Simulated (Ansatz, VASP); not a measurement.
# SnO in VASP and in Ansatz

The input INCAR:

```
SYSTEM = SnO
  ALGO = Normal
  EDIFF = 1E-7
  ENCUT = 520
  GGA = CA
  ISIF = 2
  ISMEAR = 0
  LASPH = .TRUE.
  LCHARG = .FALSE.
  LREAL = .FALSE.
  LWAVE = .FALSE.
  NBANDS = 50
  NELM = 80
  PREC = Accurate
  SIGMA = 0.05
```

Contents of KPOINTS:

```
k-points
0
G
  6 8 3
  0 0 0
```

POSCAR

```
SnO
1.0
    0.0000000000      0.0000000000     -4.2219700000
   -3.3550050000      0.0000000000      0.0000000000
    0.0000000000     11.3482080000     -1.2665910000
Sn O
4 4
Direct
    0.2270696500      0.0000000000      0.8659545000
    0.3770696500      0.0000000000      0.3659545000
    0.9466423500      0.5000000000      0.1340455000
    0.7966423500      0.5000000000      0.6340455000
    0.2044555000      0.0000000000      0.1956250000
    0.0544555000      0.0000000000      0.6956250000
    0.5218305000      0.5000000000      0.8043750000
    0.6718305000      0.5000000000      0.3043750000
```

Input for Ansatz:

```yaml
crystal:
  lattice:
    - [0.0, 0.0, -4.22197]
    - [-3.355005, 0.0, 0.0]
    - [0.0, 11.348208, -1.266591]
  atoms:
    - { symbol: Sn, position: [0.22706965, 0.0, 0.8659545] }
    - { symbol: Sn, position: [0.37706965, 0.0, 0.3659545] }
    - { symbol: Sn, position: [0.94664235, 0.5, 0.1340455] }
    - { symbol: Sn, position: [0.79664235, 0.5, 0.6340455] }
    - { symbol: O, position: [0.2044555, 0.0, 0.195625] }
    - { symbol: O, position: [0.0544555, 0.0, 0.695625] }
    - { symbol: O, position: [0.5218305, 0.5, 0.804375] }
    - { symbol: O, position: [0.6718305, 0.5, 0.304375] }
basis:
  ecutwfc: 420
kpoints:
  mp_grid: { grid: [6, 8, 3] }
hamiltonian:
  xc: lda
scf:
  occupations: { method: gaussian, width: 0.05 }
output:
  forces: true
  stress: true
  eigenvalues: true
```

Alike in both runs: task single point; functional LDA; k mesh 6 × 8 × 3; occupations gaussian, width 0.05 eV; no spin polarisation.

|  | VASP | Ansatz |
| --- | --- | --- |
| version | VASP 6.6.1 | Ansatz 0.2.0 |
| potentials or method | VASP PAW LDA potentials, release 64 (Sn_d, O), cutoff 520 eV | scalar-relativistic, plane waves, PAW |
| valence electrons in the cell | 80 | 80 |

Ansatz gave:

| Quantity | Value |
| --- | --- |
| gap on the k mesh at the Fermi level (eV) | 1.18 |
| least direct gap on the mesh (eV) | 1.84 |
| pressure (GPa) | -4.8 |
| traceless stress, the component that is largest in VASP (GPa) | -0.86 |
| rms of the force components (eV/Å) | 0.367 |

Problem. Which values does VASP return?

Solution. gap on the k mesh at the Fermi level (eV): 1.16; least direct gap on the mesh (eV): 1.81; pressure (GPa): -4.5; traceless stress, the component that is largest in VASP (GPa): -0.83; rms of the force components (eV/Å): 0.328.

LDA's correlation is that of Perdew and Zunger in VASP and of Perdew and Wang (1992) in Ansatz. Atom by atom the forces differ by 0.041 eV/Å (rms over components).
